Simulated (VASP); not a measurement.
Runs of VASP 6.6.1 on Zn. The structure is that of space group P6_3/mmc (No. 194), or close to it. The cells are those of the table. 

| task | cell | k mesh | cutoff (eV) | gap on the mesh (eV) | pressure (GPa) |
| --- | --- | --- | --- | --- | --- |
| relaxation of cell and atoms | relaxed from a = 2.781, b = 2.781, c = 9.083 Å, angles 90.0, 90.0, 120.0°, 4 atoms | 13 × 13 × 4 | 600 | none | 0.0 |
| single point | a = 2.614, b = 2.614, c = 9.759 Å, angles 90.0, 90.0, 120.0°, 4 atoms | 16 × 16 × 4 | 520 | none | 0.4 |
| single point | a = 2.648, b = 2.648, c = 9.887 Å, angles 90.0, 90.0, 120.0°, 4 atoms | 16 × 16 × 4 | 520 | none | (a) |
| single point | a = 2.681, b = 2.681, c = 10.012 Å, angles 90.0, 90.0, 120.0°, 4 atoms | 16 × 16 × 4 | 520 | none | -5.3 |

Alike in all rows: level r2SCAN; potentials or basis VASP PAW PBE potentials, release 64 (Zn); no spin polarisation; smearing fermi-dirac 0.1 eV.

Problem. Fill in the values left out.

Solution. (a) -2.8.

Caveats: the PAW data sets were made with another functional, which shifts forces and pressure a little; the cell stands under tension (at least some runs).

A gap of «none» marks levels without a gap at the run's occupations.
